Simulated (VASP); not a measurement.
# PbSe (Clausthalite) (Fm-3m) in VASP: vibrations by perturbation theory with PBE

Aim: the vibrations by perturbation theory of PbSe (Clausthalite) with PBE.

All numbers are computed with VASP 6.6.1; they aren't measurements. Logs are shortened: lines on timing, memory, paths and dates and some standing lists are left out, and cuts for length are marked.

## (1) The cell of the first run

It takes space group Fm-3m (No. 225, cubic). Conventional cell: a = 6.121 Å, b = 6.121 Å, c = 6.121 Å, α = 90.00°, β = 90.00°, γ = 90.00°. Pb (site symmetry m-3m) has 6 Se at 3.06 Å within 4.0 Å. Within 4.0 Å of Se (site symmetry m-3m) lie 6 Pb at 3.06 Å.

## (2) Vibrations by perturbation theory, PBE

Contents of INCAR:

```
PREC = Accurate
ENCUT = 500
EDIFF = 1E-8
ISMEAR = 0
SIGMA = 0.01
LREAL = False
LASPH = True
NELM = 120
ALGO = Normal
ISIF = 2
LWAVE = False
LCHARG = False
GGA = PE
NBANDS = 17
IBRION = 8
NSW = 1
GGA_COMPAT = False
```

Contents of KPOINTS:

```
Automatic mesh
0
Gamma
  3 3 3
```

Contents of POSCAR:

```
PbSe
1.0
    0.0000000000      3.0606500000      3.0606500000
    3.0606500000      0.0000000000      3.0606500000
    3.0606500000      3.0606500000      0.0000000000
Pb Se
1 1
Direct
    0.0000000000      0.0000000000      0.0000000000
    0.5000000000      0.5000000000      0.5000000000
```

Potentials or basis: VASP PAW PBE potentials, release 64 (Pb_d, Se).

Launch:

```
$ cat potpaw_PBE.64/Pb_d/POTCAR potpaw_PBE.64/Se/POTCAR > POTCAR
$ mpirun -np 1 vasp_std > vasp.out
```

OUTCAR:

```text
PREC = Accurate
   ENCUT = 500
   EDIFF = 1E-8
   ISMEAR = 0
   LREAL = False
   LASPH = True
   NELM = 120
   ISIF = 2
   GGA = PE
   IBRION = 8
   NSW = 1

 ion  position               nearest neighbor table
   1  0.000  0.000  0.000-   2 3.06   2 3.06   2 3.06   2 3.06   2 3.06   2 3.06
   2  0.500  0.500  0.500-   1 3.06   1 3.06   1 3.06   1 3.06   1 3.06   1 3.06

  LATTYP: Found a face centered cubic cell.
 ALAT       =     6.1213000000

  Lattice vectors:

 A1 = (   0.0000000000,   3.0606500000,   3.0606500000)
 A2 = (   3.0606500000,   0.0000000000,   3.0606500000)
 A3 = (   3.0606500000,   3.0606500000,   0.0000000000)

Analysis of symmetry for initial positions (statically):
=====================================================================
 Subroutine PRICEL returns:
 Original cell was already a primitive cell.

 Routine SETGRP: Setting up the symmetry group for a
 face centered cubic supercell.

 Subroutine GETGRP returns: Found 48 space group operations
 (whereof 48 operations were pure point group operations)
 out of a pool of 48 trial point group operations.

The static configuration has the point symmetry O_h .

Analysis of symmetry for dynamics (positions and initial velocities):
=====================================================================
 Subroutine PRICEL returns:
 Original cell was already a primitive cell.

 Routine SETGRP: Setting up the symmetry group for a
 face centered cubic supercell.

 Subroutine GETGRP returns: Found 48 space group operations
 (whereof 48 operations were pure point group operations)
 out of a pool of 48 trial point group operations.

The dynamic configuration has the point symmetry O_h .

 Subroutine INISYM returns: Found 48 space group operations
 (whereof 48 operations are pure point group operations),
 and found     1 'primitive' translations

----------------------------------------------------------------------------------------

                                     Primitive cell

  volume of cell :      57.3418

  direct lattice vectors                    reciprocal lattice vectors
     0.000000000  3.060650000  3.060650000    -0.163363991  0.163363991  0.163363991
     3.060650000  0.000000000  3.060650000     0.163363991 -0.163363991  0.163363991
     3.060650000  3.060650000  0.000000000     0.163363991  0.163363991 -0.163363991

  length of vectors
     4.328412740  4.328412740  4.328412740     0.282954733  0.282954733  0.282954733

  position of ions in fractional coordinates (direct lattice)
     0.000000000  0.000000000  0.000000000
     0.500000000  0.500000000  0.500000000

  ion indices of the primitive-cell ions
   primitive index   ion index
                 1           1
                 2           2

----------------------------------------------------------------------------------------

 KPOINTS: Automatic mesh

Automatic generation of k-mesh.
 Grid dimensions read from file:
 generate k-points for:    3    3    3

 Generating k-lattice:

  Cartesian coordinates                     Fractional coordinates (reciprocal lattice)
    -0.054454664  0.054454664  0.054454664     0.333333333  0.000000000  0.000000000
     0.054454664 -0.054454664  0.054454664     0.000000000  0.333333333  0.000000000
     0.054454664  0.054454664 -0.054454664     0.000000000  0.000000000  0.333333333

  Length of vectors
     0.094318244  0.094318244  0.094318244

  Shift w.r.t. Gamma in fractional coordinates (k-lattice)
     0.000000000  0.000000000  0.000000000

 Subroutine IBZKPT returns following result:
 ===========================================

 Found      4 irreducible k-points:

 Following reciprocal coordinates:
            Coordinates               Weight
  0.000000  0.000000  0.000000      1.000000
  0.333333  0.000000  0.000000      8.000000
  0.333333  0.333333  0.000000      6.000000
 -0.333333  0.333333  0.000000     12.000000
   k-points           NKPTS =      4   k-points in BZ     NKDIM =      4   number of bands    NBANDS=     17
   number of dos      NEDOS =    301   number of ions     NIONS =      2
   total plane-waves  NPLWV =  32768
   dimension x,y,z NGX =    32 NGY =   32 NGZ =   32
   dimension x,y,z NGXF=    64 NGYF=   64 NGZF=   64
   ions per type =               1   1
   NGX,Y,Z   is equivalent  to a cutoff of  12.29, 12.29, 12.29 a.u.
   NGXF,Y,Z  is equivalent  to a cutoff of  24.58, 24.58, 24.58 a.u.
 SYSTEM =  unknown system
   PREC   = accura    normal or accurate (medium, high low for compatibility)
   ISTART =      0    job   : 0-new  1-cont  2-samecut
   ICHARG =      2    charge: 1-file 2-atom 10-const
   ISPIN  =      1    spin polarized calculation?
   LNONCOLLINEAR =      F non collinear calculations
   LSORBIT =      F    spin-orbit coupling
   LASPH  =      T    aspherical Exc in radial PAW
   ENCUT  =  500.0 eV  36.75 Ry    6.06 a.u.   7.89  7.89  7.89*2*pi/ulx,y,z
   NELM   =    120;   NELMIN=  2; NELMDL= -5     # of ELM steps
   EDIFF  = 0.1E-07   stopping-criterion for ELM
   LREAL  =      F    real-space projection
   EDIFFG = 0.1E-06   stopping-criterion for IOM
   NSW    =      1    number of steps for IOM
   IBRION =      8    ionic relax: 0-MD 1-quasi-New 2-CG
   NFREE  =      0    steps in history (QN), initial steepest desc. (CG)
   ISIF   =      2    stress and relaxation
   ISYM   =      2    0-nonsym 1-usesym 2-fastsym
   POTIM  = 0.5000    time-step for ionic-motion
   TEBEG  =    0.0;   TEEND  =   0.0 temperature during run
   PSTRESS=    0.0 pullay stress
   NELECT =      20.0000    total number of electrons
   NUPDOWN=      -1.0000    fix difference up-down
   EMIN   =  10.00;   EMAX   =-10.00  energy-range for DOS
   EFERMI =   0.00;   METHOD = LEGACY
   ISMEAR =     0;   SIGMA  =   0.01  broadening in eV -4-tet -1-fermi 0-gaus
   EFERMI_NEDOS =   21; number of points for ismear=-14 and -15
   IALGO  =     38    algorithm
   IMIX   =      4    mixing-type and parameters
     AMIX     =   0.40;   BMIX     =  1.00
     AMIX_MAG =   1.60;   BMIX_MAG =  1.00
  volume/ion in A,a.u.               =      28.67       193.48
  Fermi-wavevector in a.u.,A,eV,Ry     =   1.152377  2.177676 18.068159  1.327972
  Thomas-Fermi vector in A             =   2.289028
   LORBIT       =      0    0 simple, 1 ext, 2 COOP (PROOUT), +10 PAW based schemes
   GGA     = PE    functional components
   LHFCALC =     F    Hartree Fock is set to
   AEXX    =    0.0000 exact exchange contribution
   IVDW    =     0    specifies the selected vdW correction
   LEPSILON=     F    determine dielectric tensor
   LRPA    =     F    only Hartree local field effects (RPA)
 non-spin polarized calculation
 Gauss-broadening in eV      SIGMA  =   0.01
  energy-cutoff  :      500.00
  volume of cell :       57.34
 maximum number of plane-waves:      1464
   NGX = 15   NGY = 15   NGZ = 15

--------------------------------------- Ionic step        1  -------------------------------------------

 number of electron      20.0000000 magnetization

 Free energy of the ion-electron system (eV)
  ---------------------------------------------------
  ext. energy  EPLUGINS =         0.00000000
  ---------------------------------------------------
  free energy    TOTEN  =        -8.29277910 eV

  energy without entropy =       -8.29277910  energy(sigma->0) =       -8.29277910

 E-fermi :   4.4271     XC(G=0):  -9.5442

 val. band max:        4.3729394551   @ k =   0.3333   0.0000   0.0000
 cond. band min:       6.3959646695   @ k =   0.3333   0.0000   0.0000
 fundamental gap:      2.0230252144
 Fermi energy:         4.4270911836

 k-point     1 :       0.0000    0.0000    0.0000
  band No.  band energies     occupation
      1     -11.7902      2.00000
      2     -11.7902      2.00000
      3     -11.7902      2.00000
      4     -11.7872      2.00000
      5     -11.7872      2.00000
      6      -8.5574      2.00000
[... 9 lines left out ...]
     16      11.5706      0.00000
     17      13.2338      0.00000

 k-point     2 :       0.3333    0.0000    0.0000
  band No.  band energies     occupation
      1     -11.8059      2.00000
      2     -11.8059      2.00000
      3     -11.7877      2.00000
      4     -11.7650      2.00000
      5     -11.7650      2.00000
      6      -7.8408      2.00000
[... 9 lines left out ...]
     16      13.6014      0.00000
     17      16.8783      0.00000

 k-point     3 :       0.3333    0.3333    0.0000
  band No.  band energies     occupation
      1     -11.8718      2.00000
      2     -11.8037      2.00000
      3     -11.7729      2.00000
      4     -11.7572      2.00000
      5     -11.7572      2.00000
      6      -7.5728      2.00000
[... 9 lines left out ...]
     16      15.3136      0.00000
     17      16.2270      0.00000

 k-point     4 :      -0.3333    0.3333    0.0000
  band No.  band energies     occupation
      1     -11.8623      2.00000
      2     -11.7910      2.00000
      3     -11.7828      2.00000
      4     -11.7655      2.00000
      5     -11.7560      2.00000
      6      -7.2062      2.00000
[... 9 lines left out ...]
     16      14.5500      0.00000
     17      16.5877      0.00000

------------------------ aborting loop because EDIFF is reached ----------------------------------------

  FORCE on cell =-STRESS in cart. coord.  units (eV):
  Direction    XX          YY          ZZ          XY          YZ          ZX
  --------------------------------------------------------------------------------------
  -------------------------------------------------------------------------------------
  Total        0.5315212      0.5315212      0.5315212      0.0000000     -0.0000000     -0.0000000
  in kB       14.8511538     14.8511538     14.8511538      0.0000000     -0.0000000     -0.0000000
  external PRESSURE =      14.8511538 kB  Pullay stress =       0.0000000 kB

 VOLUME and BASIS-vectors are now :
 -----------------------------------------------------------------------------
  energy-cutoff  :      500.00
  volume of cell :       57.34
      direct lattice vectors                 reciprocal lattice vectors
     0.000000000  3.060650000  3.060650000    -0.163363991  0.163363991  0.163363991
     3.060650000  0.000000000  3.060650000     0.163363991 -0.163363991  0.163363991
     3.060650000  3.060650000  0.000000000     0.163363991  0.163363991 -0.163363991

 POSITION                                       TOTAL-FORCE (eV/Angst)
 -----------------------------------------------------------------------------------
      0.00000      0.00000      0.00000         0.000000      0.000000      0.000000
      3.06065      3.06065      3.06065         0.000000     -0.000000      0.000000
 -----------------------------------------------------------------------------------
    total drift:                                0.000000     -0.000000     -0.000000

  FREE ENERGIE OF THE ION-ELECTRON SYSTEM (eV)
  ---------------------------------------------------
  free  energy   TOTEN  =        -8.2927790958 eV

  energy  without entropy=       -8.2927790958  energy(sigma->0) =       -8.29277910

[... ionic steps 2 to 3 ...]

--------------------------------------- Ionic step        4  -------------------------------------------

------------------------ aborting loop because EDIFF is reached ----------------------------------------

[... ionic steps 5 to 6 ...]

--------------------------------------- Ionic step        7  -------------------------------------------

 Free energy of the ion-electron system (eV)
  ---------------------------------------------------
  ---------------------------------------------------
  free energy    TOTEN  =        -0.08492556 eV

  energy without entropy =       -0.08492556

------------------------ aborting loop because EDIFF is reached ----------------------------------------

 INTERNAL STRAIN TENSOR  FOR ION    2  DIRECTION 1   (eV/Angst):
 -----------------------------------------------------------------------------
     0.02394  0.00000  0.00000
    -0.00000 -0.02439 -0.00000
    -0.00000 -0.00000 -0.02439

 INTERNAL STRAIN TENSOR FOR ION    2 for displacements in x,y,z  (eV/Angst):
          X           Y           Z          XY          YZ          ZX
  --------------------------------------------------------------------------------
  x     0.00000     0.00000     0.00000     0.00000     0.00000     0.00000
  y     0.00000     0.00000     0.00000     0.00000     0.00000     0.00000
  z     0.00000     0.00000     0.00000     0.00000     0.00000     0.00000

 SECOND DERIVATIVES (NOT SYMMETRIZED)
 ------------------------------------
               1X          1Y          1Z          2X          2Y          2Z
  1X    -0.210471    0.000000    0.000000    0.210471    0.000000    0.000000
  1Y     0.000000   -0.210471    0.000000    0.000000    0.210471    0.000000
  1Z     0.000000    0.000000   -0.210471    0.000000    0.000000    0.210471
  2X     0.216490    0.000000    0.000000   -0.216490    0.000000    0.000000
  2Y     0.000000    0.216490    0.000000    0.000000   -0.216490    0.000000
  2Z     0.000000    0.000000    0.216490    0.000000    0.000000   -0.216490

 Eigenvectors and eigenvalues of the dynamical matrix
 ----------------------------------------------------

   1 f  =    0.958323 THz     6.021318 2PiTHz   31.966199 cm-1     3.963302 meV
             X         Y         Z           dx          dy          dz
      0.000000  0.000000  0.000000     0.000000    0.000000   -0.519952
      3.060650  3.060650  3.060650     0.000000    0.000000    0.854195

   2 f  =    0.958323 THz     6.021318 2PiTHz   31.966199 cm-1     3.963302 meV
             X         Y         Z           dx          dy          dz
      0.000000  0.000000  0.000000    -0.000000   -0.519952   -0.000000
      3.060650  3.060650  3.060650     0.000000    0.854195   -0.000000

   3 f  =    0.958323 THz     6.021318 2PiTHz   31.966199 cm-1     3.963302 meV
             X         Y         Z           dx          dy          dz
      0.000000  0.000000  0.000000     0.519952   -0.000000    0.000000
      3.060650  3.060650  3.060650    -0.854195    0.000000   -0.000000

   4 f/i=    0.006000 THz     0.037699 2PiTHz    0.200138 cm-1     0.024814 meV
             X         Y         Z           dx          dy          dz
      0.000000  0.000000  0.000000     0.463517    0.252282   -0.671681
      3.060650  3.060650  3.060650     0.282145    0.153565   -0.408855

   5 f/i=    0.006000 THz     0.037699 2PiTHz    0.200138 cm-1     0.024814 meV
             X         Y         Z           dx          dy          dz
      0.000000  0.000000  0.000000     0.660852    0.161303    0.516629
      3.060650  3.060650  3.060650     0.402263    0.098186    0.314474

   6 f/i=    0.006000 THz     0.037699 2PiTHz    0.200138 cm-1     0.024814 meV
             X         Y         Z           dx          dy          dz
      0.000000  0.000000  0.000000     0.279421   -0.799991   -0.107650
      3.060650  3.060650  3.060650     0.170085   -0.486958   -0.065527

--------------------------------------------------------------------------------------------------------

 ELASTIC MODULI CONTR FROM IONIC RELAXATION (kBar)
 Direction    XX          YY          ZZ          XY          YZ          ZX
 --------------------------------------------------------------------------------
 XX           0.0000      0.0000      0.0000      0.0000      0.0000      0.0000
 YY           0.0000      0.0000      0.0000      0.0000      0.0000      0.0000
 ZZ           0.0000      0.0000      0.0000      0.0000      0.0000      0.0000
 XY           0.0000      0.0000      0.0000      0.0000      0.0000      0.0000
 YZ           0.0000      0.0000      0.0000      0.0000      0.0000      0.0000
 ZX           0.0000      0.0000      0.0000      0.0000      0.0000      0.0000
 --------------------------------------------------------------------------------
```

Run time: 44 s. Hardware: 1 thread of Intel Xeon Platinum 8375C at 2.90GHz (Ice Lake), shared host; peak memory 0.2 GiB.

What came out:

```
Highest phonon frequency at Γ, LO-TO splitting left out : 32 cm⁻¹
```

Phonon frequencies in cm⁻¹ (negative: imaginary):
```
              q point     frequencies
(0.000, 0.000, 0.000)  0 0 0 32 32 32
```

Caveat: the k points lie up to 0.59 Å⁻¹ apart; the cell wasn't relaxed at this level first, which shifts response properties; this odd mesh misses L, where the gap lies, so gap, dielectric constants and Born charges aren't listed; spin-orbit coupling is left out, which moves the levels of the heavy elements.
